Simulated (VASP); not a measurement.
Runs of VASP 6.6.1 on Hf2BeCl. The structure is that of space group P-6m2 (No. 187), or close to it. The cells are those of the table. 

```tsv
task	cell	k mesh	cutoff (eV)	k mesh for the DOS	occupations for the DOS	gap on the mesh (eV)	pressure (GPa)	relaxed volume (Å³/atom)	largest force (eV/Å)
single point	a = 3.231, b = 3.231, c = 7.845 Å, angles 90.0, 90.0, 120.0°, 4 atoms	6 × 6 × 4	520	-	-	none	-0.5	-	0.01
single point	a = 3.255, b = 3.255, c = 7.690 Å, angles 90.0, 90.0, 120.0°, 4 atoms	18 × 18 × 6	520	-	-	none	-0.4	-	0.02
relaxation of cell and atoms	relaxed from a = 3.231, b = 3.231, c = 7.845 Å, angles 90.0, 90.0, 120.0°, 4 atoms	18 × 18 × 6	600	-	-	none	0.0	(a)	-
relaxation of cell and atoms	relaxed from a = 3.458, b = 3.458, c = 7.135 Å, angles 90.0, 90.0, 120.0°, 4 atoms	6 × 6 × 4	600	-	-	none	0.0	(b)	0.02
```

Alike in all rows: level PBE; potentials or basis VASP PAW PBE potentials, release 64 (Hf_pv, Be, Cl); no spin polarisation; smearing gaussian 0.1 eV.

Fill in the values left out.

(a) 17.55; (b) 17.64.

Caveats: some runs use coarse meshes; spin-orbit coupling is left out, which moves the levels of the heavy elements; an odd number of electrons without spin polarisation forces a metal; a magnetic or distorted state may lie lower.

A k mesh can miss the band edges, and the runs leave out spin-orbit coupling on Hf.

A gap of «none» marks levels without a gap at the run's occupations.
